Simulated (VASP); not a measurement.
# FeCo4 (I4/m) in VASP: further runs, part 2 of 2

VASP 6.6.1. Earlier steps stand in the parts before.

## Step 3: Single point, PBE, collinear spin, ferromagnetic start

This run uses another cell than the first one, of 11.09 Å³/atom.

Contents of INCAR:

```
PREC = Accurate
ENCUT = 600
EDIFF = 1E-6
ISMEAR = 0
SIGMA = 0.1
LREAL = F
LASPH = T
NELM = 200
ALGO = Normal
ISIF = 2
LWAVE = F
LCHARG = F
ISPIN = 2
MAGMOM = 4 3 3 3 3
LORBIT = 11
LMAXMIX = 4
GGA = PE
NBANDS = 34
GGA_COMPAT = F
```

Contents of KPOINTS:

```
regular mesh
0
Gamma
  6 6 6
```

Contents of POSCAR:

```
FeCo4
1.0
   -2.7938711598      2.7938711598      1.7762261326
    2.7938711598     -2.7938711598      1.7762261326
    2.7938711598      2.7938711598     -1.7762261326
Fe Co
1 4
Direct
    0.0000000000      0.0000000000      0.0000000000
    0.8024409240      0.4033174176      0.2057583415
    0.1975590760      0.5966825824      0.7942416585
    0.5966825824      0.8024409240      0.3991235064
    0.4033174176      0.1975590760      0.6008764936
```

Potentials or basis: VASP PAW PBE potentials, release 64 (Fe, Co).

Command:

```bash
> cat potpaw_PBE.64/Fe/POTCAR potpaw_PBE.64/Co/POTCAR > POTCAR
> mpirun -np 1 vasp_std > vasp.out
```

OUTCAR:

```text
PREC = Accurate
   ENCUT = 600
   EDIFF = 1E-6
   ISMEAR = 0
   LREAL = F
   LASPH = T
   NELM = 200
   ISIF = 2
   ISPIN = 2
   LORBIT = 11
   GGA = PE

 ion  position               nearest neighbor table
   1  0.000  0.000  0.000-   2 2.51   3 2.51   5 2.51   4 2.51   3 2.51   2 2.51   2 2.51   3 2.51
                             4 2.51   4 2.51   5 2.51   5 2.51
   2  0.802  0.403  0.206-   3 2.46   4 2.49   5 2.49   4 2.49   5 2.49   5 2.51   4 2.51   1 2.51
                             1 2.51   1 2.51   3 2.54   3 2.54
   3  0.198  0.597  0.794-   2 2.46   5 2.49   4 2.49   5 2.49   4 2.49   4 2.51   5 2.51   1 2.51
                             1 2.51   1 2.51   2 2.54   2 2.54
   4  0.597  0.802  0.399-   5 2.46   2 2.49   3 2.49   2 2.49   3 2.49   3 2.51   2 2.51   1 2.51
                             1 2.51   1 2.51   5 2.54   5 2.54
   5  0.403  0.198  0.601-   4 2.46   3 2.49   2 2.49   3 2.49   2 2.49   2 2.51   3 2.51   1 2.51
                             1 2.51   1 2.51   4 2.54   4 2.54

  LATTYP: Found a body centered tetragonal cell.
 ALAT       =     5.5877423196
 C/A-ratio  =     0.6357580686

  Lattice vectors:

 A1 = (  -2.7938711598,   2.7938711598,   1.7762261326)
 A2 = (   2.7938711598,  -2.7938711598,   1.7762261326)
 A3 = (   2.7938711598,   2.7938711598,  -1.7762261326)

Analysis of symmetry for initial positions (statically):
=====================================================================
 Subroutine PRICEL returns:
 Original cell was already a primitive cell.

 Routine SETGRP: Setting up the symmetry group for a
 body centered tetragonal supercell.

 Subroutine GETGRP returns: Found  8 space group operations
 (whereof  8 operations were pure point group operations)
 out of a pool of 16 trial point group operations.

The static configuration has the point symmetry C_4h.

Analysis of symmetry for dynamics (positions and initial velocities):
=====================================================================
 Subroutine PRICEL returns:
 Original cell was already a primitive cell.

 Routine SETGRP: Setting up the symmetry group for a
 body centered tetragonal supercell.

 Subroutine GETGRP returns: Found  8 space group operations
 (whereof  8 operations were pure point group operations)
 out of a pool of 16 trial point group operations.

The dynamic configuration has the point symmetry C_4h.

Analysis of structural, dynamic, and magnetic symmetry:
=====================================================================
 Subroutine PRICEL returns:
 Original cell was already a primitive cell.

 Routine SETGRP: Setting up the symmetry group for a
 body centered tetragonal supercell.

 Subroutine GETGRP returns: Found  8 space group operations
 (whereof  8 operations were pure point group operations)
 out of a pool of 16 trial point group operations.

The overall configuration has the point symmetry C_4h.

 Subroutine INISYM returns: Found  8 space group operations
 (whereof  8 operations are pure point group operations),
 and found     1 'primitive' translations

----------------------------------------------------------------------------------------

                                     Primitive cell

  volume of cell :      55.4589

[... 92 lines left out ...]
   ENCUT  =  600.0 eV  44.10 Ry    6.64 a.u.   8.65  8.65  8.65*2*pi/ulx,y,z
   NELM   =    200;   NELMIN=  2; NELMDL= -5     # of ELM steps
   EDIFF  = 0.1E-05   stopping-criterion for ELM
   LREAL  =      F    real-space projection
   EDIFFG = 0.1E-04   stopping-criterion for IOM
   NSW    =      0    number of steps for IOM
   IBRION =     -1    ionic relax: 0-MD 1-quasi-New 2-CG
   NFREE  =      0    steps in history (QN), initial steepest desc. (CG)
   ISIF   =      2    stress and relaxation
   ISYM   =      2    0-nonsym 1-usesym 2-fastsym
   POTIM  = 0.5000    time-step for ionic-motion
   TEBEG  =    0.0;   TEEND  =   0.0 temperature during run
   PSTRESS=    0.0 pullay stress
   NELECT =      44.0000    total number of electrons
   NUPDOWN=      -1.0000    fix difference up-down
   EMIN   =  10.00;   EMAX   =-10.00  energy-range for DOS
   EFERMI =   0.00;   METHOD = LEGACY
   ISMEAR =     0;   SIGMA  =   0.10  broadening in eV -4-tet -1-fermi 0-gaus
   EFERMI_NEDOS =   21; number of points for ismear=-14 and -15
   IALGO  =     38    algorithm
   IMIX   =      4    mixing-type and parameters
     AMIX     =   0.40;   BMIX     =  1.00
     AMIX_MAG =   1.60;   BMIX_MAG =  1.00
  volume/ion in A,a.u.               =      11.09        74.85
  Fermi-wavevector in a.u.,A,eV,Ry     =   1.515545  2.863964 31.250888  2.296875
  Thomas-Fermi vector in A             =   2.625054
   LORBIT       =     11    0 simple, 1 ext, 2 COOP (PROOUT), +10 PAW based schemes
   GGA     = PE    functional components
   LHFCALC =     F    Hartree Fock is set to
   AEXX    =    0.0000 exact exchange contribution
   IVDW    =     0    specifies the selected vdW correction
   LEPSILON=     F    determine dielectric tensor
   LRPA    =     F    only Hartree local field effects (RPA)
 spin polarized calculation
 Gauss-broadening in eV      SIGMA  =   0.10
  energy-cutoff  :      600.00
  volume of cell :       55.46
 maximum number of plane-waves:      1864
 NGX is ok and might be reduce to    36
   NGX = 17   NGY = 17   NGZ = 17

 number of electron      44.0000000 magnetization      16.0000000

 number of electron      44.0000008 magnetization       9.1331174

 Free energy of the ion-electron system (eV)
  ---------------------------------------------------
  ext. energy  EPLUGINS =         0.00000000
  ---------------------------------------------------
  free energy    TOTEN  =       -36.31813587 eV

  energy without entropy =      -36.29276691  energy(sigma->0) =      -36.30545139

 E-fermi :   9.2756     XC(G=0): -13.2666

 val. band max:        9.2692291402   @ k =  -0.1667   0.5000   0.1667
 cond. band min:       9.2773496356   @ k =   0.5000   0.5000   0.1667
 fundamental gap:      0.0081204953
 Fermi energy:         9.2756277925

 spin component 1

 k-point     1 :       0.0000    0.0000    0.0000
  band No.  band energies     occupation
      1       0.4128      1.00000
      2       5.0182      1.00000
      3       5.0283      1.00000
      4       5.0885      1.00000
      5       5.0885      1.00000
      6       5.5478      1.00000
[... 877 lines left out ...]
     33      19.2409      0.00000
     34      20.4932      0.00000

 [... further k-points ...]

 spin component 2

 k-point     1 :       0.0000    0.0000    0.0000
  band No.  band energies     occupation
      1       0.4811      1.00000
      2       6.2737      1.00000
      3       6.2737      1.00000
      4       6.3990      1.00000
      5       6.4867      1.00000
      6       6.7722      1.00000
[... 877 lines left out ...]
     33      19.8170      0.00000
     34      21.2427      0.00000

 [... further k-points ...]
[... 5 lines left out ...]
  --------------------------------------------------------------------------------------
  -------------------------------------------------------------------------------------
  Total       -0.1427360     -0.1427360     -0.1085466     -0.0000003      0.0000000     -0.0000000
  in kB       -4.1235675     -4.1235675     -3.1358542     -0.0000100      0.0000000     -0.0000000
  external PRESSURE =      -3.7943297 kB  Pullay stress =       0.0000000 kB

 VOLUME and BASIS-vectors are now :
 -----------------------------------------------------------------------------
  energy-cutoff  :      600.00
  volume of cell :       55.46
      direct lattice vectors                 reciprocal lattice vectors
    -2.793871160  2.793871160  1.776226133     0.000000000  0.178963156  0.281495690
     2.793871160 -2.793871160  1.776226133     0.178963156  0.000000000  0.281495690
     2.793871160  2.793871160 -1.776226133     0.178963156  0.178963156  0.000000000

 POSITION                                       TOTAL-FORCE (eV/Angst)
 -----------------------------------------------------------------------------------
      0.00000      0.00000      0.00000        -0.000000      0.000000     -0.000000
     -0.54024      1.68996      1.77623         0.000103     -0.000754     -0.000000
      3.33411      1.10391     -0.00000        -0.000103      0.000754      0.000000
      1.68996      0.54024      1.77623        -0.000754     -0.000103     -0.000000
      1.10391      2.25363      0.00000         0.000754      0.000103      0.000000
 -----------------------------------------------------------------------------------
    total drift:                                0.000000      0.000000     -0.000000

  FREE ENERGIE OF THE ION-ELECTRON SYSTEM (eV)
  ---------------------------------------------------
  free  energy   TOTEN  =       -36.3181358717 eV

  energy  without entropy=      -36.2927669081  energy(sigma->0) =      -36.30545139

 total charge

# of ion       s       p       d       tot
------------------------------------------
    1        0.479   0.522   6.203   7.203
    2        0.488   0.517   7.254   8.258
    3        0.488   0.517   7.254   8.258
    4        0.488   0.517   7.254   8.258
    5        0.488   0.517   7.254   8.258
--------------------------------------------------
tot          2.430   2.588  35.217  40.235

 magnetization (x)

# of ion       s       p       d       tot
------------------------------------------
    1       -0.005  -0.035   2.633   2.594
    2       -0.016  -0.049   1.715   1.650
    3       -0.016  -0.049   1.715   1.650
    4       -0.016  -0.049   1.715   1.650
    5       -0.016  -0.049   1.715   1.650
--------------------------------------------------
tot         -0.069  -0.230   9.494   9.195
```

stdout:

```text
POSCAR found type information on POSCAR FeCo
 POSCAR found :  2 types and       5 ions
 scaLAPACK will be used
 LDA part: xc-table for (Slater+PW92), standard interpolation
 POSCAR, INCAR and KPOINTS ok, starting setup
 FFT: planning ... GRIDC
 FFT: planning ... GRID_SOFT
 FFT: planning ... GRID
 WAVECAR not read
 entering main loop
```

Wall time 3.5 min (1 thread of Oxide Virtual Turin-like, shared host); peak memory 0.29 GiB.

Results:

```yaml
Free_energy: -36.3181 eV
Pressure: -0.4 GPa
Net_moment: 9.13 μB per cell
Site_moments: Fe +2.59; Co +1.65 μB
Valence_electrons_inside_the_program's_atomic_spheres: Fe 7.20; Co 8.26
```
